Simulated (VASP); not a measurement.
# K2BAs2 (Ibam) in VASP: single point with r2SCAN

Aim: the single point of K2BAs2 with r2SCAN.

Everything below comes from runs of VASP 6.6.1. Logs are shortened: lines on timing, memory, paths and dates and some standing lists are left out, and cuts for length are marked.

### Step 1. The cell of the first run

Symmetry: Ibam, No. 72, orthorhombic system. Conventional cell: a = 6.873 Å, b = 12.999 Å, c = 6.404 Å, α = 90.00°, β = 90.00°, γ = 90.00°. K (site symmetry m) has 6 As at 3.24 to 3.73 Å and 2 B at 3.34 Å and 7 K at 3.97 to 4.42 Å within 4.5 Å. Within 2.9 Å of B (site symmetry 222) lie 4 As at 2.17 Å. Within 3.0 Å of As (site symmetry m) lie 2 B at 2.17 Å and 1 As at 2.92 Å.

### Step 2. Single point, r2SCAN

Contents of POSCAR:

```
K2BAs2
1.0
    0.0000000000      0.0000000000      6.4038760000
    6.4997190000     -3.4366550000      3.2019380000
    6.4997190000      3.4366550000     -3.2019380000
K B As
4 2 4
Direct
    0.3289648795      0.0272968671      0.6852266261
    0.6710351205      0.9727031329      0.3147733739
    0.1710351205      0.6852266261      0.0272968671
    0.8289648795      0.3147733739      0.9727031329
    0.2500000000      0.5000000000      0.5000000000
    0.7500000000      0.5000000000      0.5000000000
    0.3602424432      0.7243795760      0.4448644624
    0.6397575568      0.2756204240      0.5551355376
    0.1397575568      0.4448644624      0.7243795760
    0.8602424432      0.5551355376      0.2756204240
```

Contents of INCAR.step1:

```
  PREC = Accurate
  ENCUT = 520
  ISMEAR = -1
  SIGMA = 0.1
  LREAL = F
  LASPH = T
  NELM = 80
  NBANDS = 42
  GGA = PE
  ALGO = Normal
  EDIFF = 1E-4
  LWAVE = T
  LCHARG = F
```

Contents of INCAR.step2:

```
  PREC = Accurate
  ENCUT = 520
  EDIFF = 1E-6
  ISMEAR = -1
  SIGMA = 0.1
  LREAL = F
  LASPH = T
  NELM = 80
  ALGO = Normal
  ISIF = 2
  LWAVE = F
  LCHARG = T
  METAGGA = R2SCAN
  LMIXTAU = T
  LELF = T
  LVHAR = T
  NBANDS = 42
  ISTART = 1
```

Contents of KPOINTS:

```
regular mesh
0
Gamma
  4 4 4
```

Potentials or basis: VASP PAW PBE potentials, release 64 (K_sv, B, As).

On the command line:

```bash
$ cat potpaw_PBE.64/K_sv/POTCAR potpaw_PBE.64/B/POTCAR potpaw_PBE.64/As/POTCAR > POTCAR
$ cp INCAR.step1 INCAR
$ mpirun -np 1 vasp_std > vasp.out
$ cp INCAR.step2 INCAR
$ mpirun -np 1 vasp_std > vasp.out
```

OUTCAR:

```text
PREC = Accurate
   ENCUT = 520
   EDIFF = 1E-6
   ISMEAR = -1
   LREAL = F
   LASPH = T
   NELM = 80
   ISIF = 2
   METAGGA = R2SCAN
   ISTART = 1

 ion  position               nearest neighbor table
   1  0.329  0.027  0.685-   9 3.24  10 3.31
   2  0.671  0.973  0.315-  10 3.24   9 3.31
   3  0.171  0.685  0.027-   7 3.24   8 3.31
   4  0.829  0.315  0.973-   8 3.24   7 3.31
   5  0.250  0.500  0.500-   7 2.17   8 2.17   9 2.17  10 2.17
   6  0.750  0.500  0.500-   7 2.17   8 2.17   9 2.17  10 2.17
   7  0.360  0.724  0.445-   5 2.17   6 2.17   3 3.24   4 3.31
   8  0.640  0.276  0.555-   5 2.17   6 2.17   4 3.24   3 3.31
   9  0.140  0.445  0.724-   5 2.17   6 2.17   1 3.24   2 3.31
  10  0.860  0.555  0.276-   5 2.17   6 2.17   2 3.24   1 3.31

  LATTYP: Found a body centered orthorhombic cell.
 ALAT       =     6.4038760000
 B/A-ratio  =     1.0733046674
 C/A-ratio  =     2.0299328094

  Lattice vectors:

 A1 = (  -6.4997190000,  -3.4366550000,   3.2019380000)
 A2 = (  -6.4997190000,   3.4366550000,  -3.2019380000)
 A3 = (   6.4997190000,  -3.4366550000,  -3.2019380000)

Analysis of symmetry for initial positions (statically):
=====================================================================
 Subroutine PRICEL returns:
 Original cell was already a primitive cell.

 Routine SETGRP: Setting up the symmetry group for a
 body centered orthorhombic supercell.

 Subroutine GETGRP returns: Found  8 space group operations
 (whereof  4 operations were pure point group operations)
 out of a pool of  8 trial point group operations.

The static configuration has the point symmetry C_2h.
 The point group associated with its full space group is D_2h.

Analysis of symmetry for dynamics (positions and initial velocities):
=====================================================================
 Subroutine PRICEL returns:
 Original cell was already a primitive cell.

 Routine SETGRP: Setting up the symmetry group for a
 body centered orthorhombic supercell.

 Subroutine GETGRP returns: Found  8 space group operations
 (whereof  4 operations were pure point group operations)
 out of a pool of  8 trial point group operations.

The dynamic configuration has the point symmetry C_2h.
 The point group associated with its full space group is D_2h.

 Subroutine INISYM returns: Found  8 space group operations
 (whereof  4 operations are pure point group operations),
 and found     1 'primitive' translations

----------------------------------------------------------------------------------------

                                     Primitive cell

  volume of cell :     286.0905

  direct lattice vectors                    reciprocal lattice vectors
     0.000000000  0.000000000  6.403876000     0.000000000  0.145490310  0.156155428
     6.499719000 -3.436655000  3.201938000     0.076926403 -0.145490310  0.000000000
     6.499719000  3.436655000 -3.201938000     0.076926403  0.145490310  0.000000000

  length of vectors
     6.403876000  8.019311169  8.019311169     0.213429023  0.164575519  0.164575519

  position of ions in fractional coordinates (direct lattice)
     0.328964879  0.027296867  0.685226626
     0.671035121  0.972703133  0.314773374
     0.171035121  0.685226626  0.027296867
     0.828964879  0.314773374  0.972703133
     0.250000000  0.500000000  0.500000000
     0.750000000  0.500000000  0.500000000
     0.360242443  0.724379576  0.444864462
     0.639757557  0.275620424  0.555135538
     0.139757557  0.444864462  0.724379576
     0.860242443  0.555135538  0.275620424

  ion indices of the primitive-cell ions
   primitive index   ion index
                 1           1
                 2           2
                 3           3
                 4           4
                 5           5
                 6           6
                 7           7
                 8           8
                 9           9
                10          10

----------------------------------------------------------------------------------------

 KPOINTS: regular mesh

Automatic generation of k-mesh.
 Grid dimensions read from file:
 generate k-points for:    4    4    4

 Generating k-lattice:

  Cartesian coordinates                     Fractional coordinates (reciprocal lattice)
     0.000000000  0.036372577  0.039038857     0.250000000  0.000000000 -0.000000000
     0.019231601 -0.036372577  0.000000000     0.000000000  0.250000000  0.000000000
     0.019231601  0.036372577  0.000000000     0.000000000  0.000000000  0.250000000

  Length of vectors
     0.053357256  0.041143880  0.041143880

  Shift w.r.t. Gamma in fractional coordinates (k-lattice)
     0.000000000  0.000000000  0.000000000

 Subroutine IBZKPT returns following result:
 ===========================================

 Found     18 irreducible k-points:

 Following reciprocal coordinates:
            Coordinates               Weight
  0.000000  0.000000  0.000000      1.000000
  0.250000  0.000000 -0.000000      4.000000
  0.500000  0.000000 -0.000000      2.000000
  0.000000  0.250000  0.000000      4.000000
  0.250000  0.250000  0.000000      4.000000
  0.500000  0.250000  0.000000      8.000000
[... 10 lines left out ...]
  0.500000 -0.250000  0.250000      2.000000
  0.000000  0.500000  0.500000      1.000000
   k-points           NKPTS =     18   k-points in BZ     NKDIM =     18   number of bands    NBANDS=     42
   number of dos      NEDOS =    301   number of ions     NIONS =     10
   total plane-waves  NPLWV = 172800
   dimension x,y,z NGX =    48 NGY =   60 NGZ =   60
   dimension x,y,z NGXF=    96 NGYF=  120 NGZF=  120
   ions per type =               4   2   4
   NGX,Y,Z   is equivalent  to a cutoff of  12.46, 12.44, 12.44 a.u.
   NGXF,Y,Z  is equivalent  to a cutoff of  24.92, 24.88, 24.88 a.u.
 SYSTEM =  unknown system
   PREC   = accura    normal or accurate (medium, high low for compatibility)
   ISTART =      1    job   : 0-new  1-cont  2-samecut
   ICHARG =      0    charge: 1-file 2-atom 10-const
   ISPIN  =      1    spin polarized calculation?
   LNONCOLLINEAR =      F non collinear calculations
   LSORBIT =      F    spin-orbit coupling
   LASPH  =      T    aspherical Exc in radial PAW
   ENCUT  =  520.0 eV  38.22 Ry    6.18 a.u.  11.91 14.91 14.91*2*pi/ulx,y,z
   NELM   =     80;   NELMIN=  2; NELMDL=  0     # of ELM steps
   EDIFF  = 0.1E-05   stopping-criterion for ELM
   LREAL  =      F    real-space projection
   EDIFFG = 0.1E-04   stopping-criterion for IOM
   NSW    =      0    number of steps for IOM
   IBRION =     -1    ionic relax: 0-MD 1-quasi-New 2-CG
   NFREE  =      0    steps in history (QN), initial steepest desc. (CG)
   ISIF   =      2    stress and relaxation
   ISYM   =      2    0-nonsym 1-usesym 2-fastsym
   POTIM  = 0.5000    time-step for ionic-motion
   TEBEG  =    0.0;   TEEND  =   0.0 temperature during run
   PSTRESS=    0.0 pullay stress
   NELECT =      62.0000    total number of electrons
   NUPDOWN=      -1.0000    fix difference up-down
   EMIN   =  10.00;   EMAX   =-10.00  energy-range for DOS
   EFERMI =   0.00;   METHOD = LEGACY
   ISMEAR =    -1;   SIGMA  =   0.10  broadening in eV -4-tet -1-fermi 0-gaus
   EFERMI_NEDOS =   21; number of points for ismear=-14 and -15
   IALGO  =     38    algorithm
   IMIX   =      4    mixing-type and parameters
     AMIX     =   0.40;   BMIX     =  1.00
     AMIX_MAG =   1.60;   BMIX_MAG =  1.00
  volume/ion in A,a.u.               =      28.61       193.06
  Fermi-wavevector in a.u.,A,eV,Ry     =   0.983341  1.858245 13.156289  0.966960
  Thomas-Fermi vector in A             =   2.114492
   LORBIT       =      0    0 simple, 1 ext, 2 COOP (PROOUT), +10 PAW based schemes
   METAGGA = R2SCAN    functional components
   LHFCALC =     F    Hartree Fock is set to
   AEXX    =    0.0000 exact exchange contribution
   IVDW    =     0    specifies the selected vdW correction
   LEPSILON=     F    determine dielectric tensor
   LRPA    =     F    only Hartree local field effects (RPA)
 non-spin polarized calculation
  energy-cutoff  :      520.00
  volume of cell :      286.09
 maximum number of plane-waves:      7728
   NGX = 23   NGY = 29   NGZ = 29

 number of electron      62.0000000 magnetization

 Free energy of the ion-electron system (eV)
  ---------------------------------------------------
  ext. energy  EPLUGINS =         0.00000000
  ---------------------------------------------------
  free energy    TOTEN  =       -99.86571823 eV

  energy without entropy =      -99.66495242  energy(sigma->0) =      -99.76533532

 E-fermi :   1.4980     XC(G=0):  -8.2772

 val. band max:        1.4873536189   @ k =   0.2500   0.0000  -0.0000
 cond. band min:       1.4987537982   @ k =   0.0000   0.5000   0.2500
 fundamental gap:      0.0114001793
 Fermi energy:         1.4980107315

 k-point     1 :       0.0000    0.0000    0.0000
  band No.  band energies     occupation
      1     -30.6794      2.00000
      2     -30.6702      2.00000
      3     -30.6636      2.00000
      4     -30.6624      2.00000
      5     -13.5407      2.00000
      6     -13.5146      2.00000
[... 34 lines left out ...]
     41       6.0905      0.00000
     42       6.1805      0.00000

 k-point     2 :       0.2500    0.0000   -0.0000
  band No.  band energies     occupation
      1     -30.6761      2.00000
      2     -30.6700      2.00000
      3     -30.6649      2.00000
      4     -30.6645      2.00000
      5     -13.5505      2.00000
      6     -13.5301      2.00000
[... 709 lines left out ...]
     41       6.2049      0.00000
     42       6.3142      0.00000

 k-point    18 :       0.0000    0.5000    0.5000
  band No.  band energies     occupation
      1     -30.6768      2.00000
      2     -30.6727      2.00000
      3     -30.6632      2.00000
      4     -30.6628      2.00000
      5     -13.5589      2.00000
      6     -13.5456      2.00000
[... 34 lines left out ...]
     41       6.0307      0.00000
     42       6.4319      0.00000

------------------------ aborting loop because EDIFF is reached ----------------------------------------

  FORCE on cell =-STRESS in cart. coord.  units (eV):
  Direction    XX          YY          ZZ          XY          YZ          ZX
  --------------------------------------------------------------------------------------
  -------------------------------------------------------------------------------------
  Total       -0.9282828     -1.3604569     -9.1829158      0.0000000      0.0000000      0.0000000
  in kB       -5.1986129     -7.6188944    -51.4265933      0.0000000      0.0000000      0.0000000
  external PRESSURE =     -21.4147002 kB  Pullay stress =       0.0000000 kB

 VOLUME and BASIS-vectors are now :
 -----------------------------------------------------------------------------
  energy-cutoff  :      520.00
  volume of cell :      286.09
      direct lattice vectors                 reciprocal lattice vectors
     0.000000000  0.000000000  6.403876000     0.000000000  0.145490310  0.156155428
     6.499719000 -3.436655000  3.201938000     0.076926403 -0.145490310  0.000000000
     6.499719000  3.436655000 -3.201938000     0.076926403  0.145490310  0.000000000

 POSITION                                       TOTAL-FORCE (eV/Angst)
 -----------------------------------------------------------------------------------
      4.63120      2.26108      0.00000        -0.014022     -0.008867     -0.000000
      8.36824     -2.26108      6.40388         0.014022      0.008867      0.000000
      4.63120     -2.26108      3.20194        -0.014022      0.008867      0.000000
      8.36824      2.26108      3.20194         0.014022     -0.008867     -0.000000
      6.49972      0.00000      1.60097         0.000000      0.000000      0.000000
      6.49972      0.00000      4.80291         0.000000      0.000000      0.000000
      7.59976     -0.96060      3.20194         0.034508     -0.012465      0.000000
      5.39968      0.96060      3.20194        -0.034508      0.012465     -0.000000
      7.59976      0.96060      0.00000         0.034508      0.012465     -0.000000
      5.39968     -0.96060      6.40388        -0.034508     -0.012465      0.000000
 -----------------------------------------------------------------------------------
    total drift:                                0.000000     -0.000000     -0.000000

  FREE ENERGIE OF THE ION-ELECTRON SYSTEM (eV)
  ---------------------------------------------------
  free  energy   TOTEN  =       -99.8657182306 eV

  energy  without entropy=      -99.6649524175  energy(sigma->0) =      -99.76533532
```

Run time: 7 min. Hardware: 1 thread of Intel Xeon 6975P-C (Granite Rapids), shared host; peak memory 0.57 GiB.

What came out:

```
Free energy            : -99.8657 eV
Pressure               : -2.1 GPa
Largest force          : 0.037 eV/Å
Band gap on the k mesh : zero (bands 31 and 32 overlap by 0.63 eV)
```

Forces in eV/Å, atoms in the order of the input:
```
K   -0.014 -0.009  0.000
K    0.014  0.009  0.000
K   -0.014  0.009  0.000
K    0.014 -0.009  0.000
B    0.000  0.000  0.000
B    0.000  0.000  0.000
As   0.035 -0.012  0.000
As  -0.035  0.012  0.000
As   0.035  0.012  0.000
As  -0.035 -0.012  0.000
```

Caveat: the PAW data sets were made with another functional, which shifts forces and pressure a little.
